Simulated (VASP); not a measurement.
# Mg5Re: relaxation of cell and atoms with PBE

The system is Mg5Re.

```
Mg Re
1.0
     3.60632    0.00000    0.00000
     0.00000    3.60632    0.00000
     0.00000    0.00000    5.10676
Mg Re
5 1
Direct
  0.65838 0.00000 0.50000
  0.34162 0.00000 0.50000
  0.00000 0.65838 0.50000
  0.00000 0.34162 0.50000
  0.50000 0.50000 0.50000
  0.00000 0.00000 0.50000
```

The cell was built from a structure type or drawn by symmetry, and may not be a known phase.

```yaml
Program: VASP 6.6.1
Task: relaxation of cell and atoms
Functional: PBE
Potentials_or_basis: VASP PAW PBE potentials, release 64 (Mg, Re)
Cutoff: 600 eV
k_mesh: 6 × 6 × 4
Occupations: gaussian, width 0.1 eV
Spin: no spin polarisation
Dipole_correction: no
Further_INCAR_settings: ALGO = Normal; EDIFF = 1e-06; IBRION = 2; EDIFFG = -0.04; NSW = 90; ISIF = 3
```

The relaxed volume is 25.00 Å³/atom, the relaxed cell is a = 7.392 Å, b = 7.392 Å, c = 2.745 Å, α = 90.00°, β = 90.00°, γ = 90.00° and the space group after relaxing (to 0.1 Å) is P4/mmm (No. 123). The energy gained by relaxing is 24973.1 meV/atom, the ionic steps are 25 and the pressure after relaxing is 0.0 GPa. The largest force after relaxing is 0.007 eV/Å. The band gap on the k mesh is zero (an odd number of electrons rules out a gap without spin polarisation).

Forces on the atoms (eV/Å):
```
Mg   0.007  0.000  0.000
Mg  -0.007  0.000  0.000
Mg   0.000  0.007  0.000
Mg   0.000 -0.007  0.000
Mg   0.000  0.000  0.000
Re   0.000  0.000  0.000
```

Step by step:
| step | energy change (eV) | largest force (eV/Å) | pressure (GPa) | volume (Å³) |
| --- | --- | --- | --- | --- |
| 1 | 0.0000 | 19.7468 | 368.20 | 66.42 |
| 2 | -124.7335 | 5.8456 | -4.93 | 535.56 |
| 3 | -124.5981 | 8.5521 | -4.26 | 497.61 |
| 4 | -124.2029 | 10.0348 | -3.83 | 480.51 |
| 5 | -123.7755 | 11.1706 | -3.47 | 468.52 |
| 6 | -136.2683 | 1.3492 | -7.74 | 405.94 |
| 7 | -137.4907 | 0.6508 | -7.99 | 390.59 |
| 8 | -138.8811 | 0.4881 | -7.52 | 361.02 |
| 9 | -140.2015 | 8.5574 | 11.34 | 208.40 |
| 10 | -142.9281 | 3.6216 | -2.74 | 261.33 |
| 11 | -145.5531 | 2.1640 | -0.98 | 217.59 |
| 12 | -146.0448 | 0.2094 | 3.05 | 188.86 |
| 13 | -146.0958 | 0.6110 | 1.74 | 196.25 |
| 14 | -147.4590 | 3.1497 | -4.75 | 184.43 |
| 15 | -147.4514 | 3.0260 | -4.58 | 184.96 |
| 16 | -148.8248 | 2.6169 | -5.20 | 166.94 |
| 17 | -149.0818 | 2.3788 | -4.64 | 160.30 |
| 18 | -148.5470 | 2.0670 | 1.00 | 146.47 |
| 19 | -149.1198 | 2.3240 | -4.30 | 158.39 |
| 20 | -149.1412 | 2.2450 | -3.69 | 155.74 |
| 21 | -149.7047 | 1.1192 | 0.08 | 148.45 |
| 22 | -149.7729 | 0.3864 | 2.69 | 144.62 |
| 23 | -149.7748 | 0.4959 | 2.30 | 145.14 |
| 24 | -149.8360 | 0.0898 | 0.46 | 149.01 |
| 25 | -149.8385 | 0.0075 | 0.01 | 150.01 |

Final structure:
```
Mg Re
1.0
     7.39250    0.00000    0.00000
     0.00000    7.39250    0.00000
     0.00000    0.00000    2.74506
Mg Re
5 1
Direct
  0.32819 0.00000 0.50000
  0.67181 0.00000 0.50000
  0.00000 0.32819 0.50000
  0.00000 0.67181 0.50000
  0.50000 0.50000 0.50000
  0.00000 0.00000 0.50000
```

Levels at points of the mesh, in eV from the Fermi level:
| k point | band 7 | band 8 | band 9 | band 10 | band 11 | band 12 |
| --- | --- | --- | --- | --- | --- | --- |
| (0.00, 0.00, 0.00) | -1.81 | -1.42 | -1.06 | -0.36 | -0.36 | 2.17 |
| (0.50, 0.00, 0.00) | -2.38 | -1.44 | -0.26 | -0.20 | 1.12 | 2.15 |
| (0.50, 0.50, 0.00) | -1.55 | 0.10 | 0.10 | 1.15 | 1.15 | 1.17 |
| (0.00, 0.00, 0.50) | 0.19 | 0.60 | 0.86 | 1.51 | 2.09 | 2.09 |
| (0.50, 0.00, 0.50) | -0.13 | -0.12 | 1.19 | 1.25 | 1.39 | 2.39 |
| (0.50, 0.50, 0.50) | 0.18 | 0.18 | 0.23 | 0.38 | 0.38 | 1.32 |

It took 11 min on 1 thread of Intel(R) Xeon(R) Platinum 8488C (Sapphire Rapids) (shared host), peak memory 0.21 GiB.

Caveat: the volume moved by over 15 % at a fixed basis, so the end points are rough; spin-orbit coupling is left out, which moves the levels of the heavy elements.
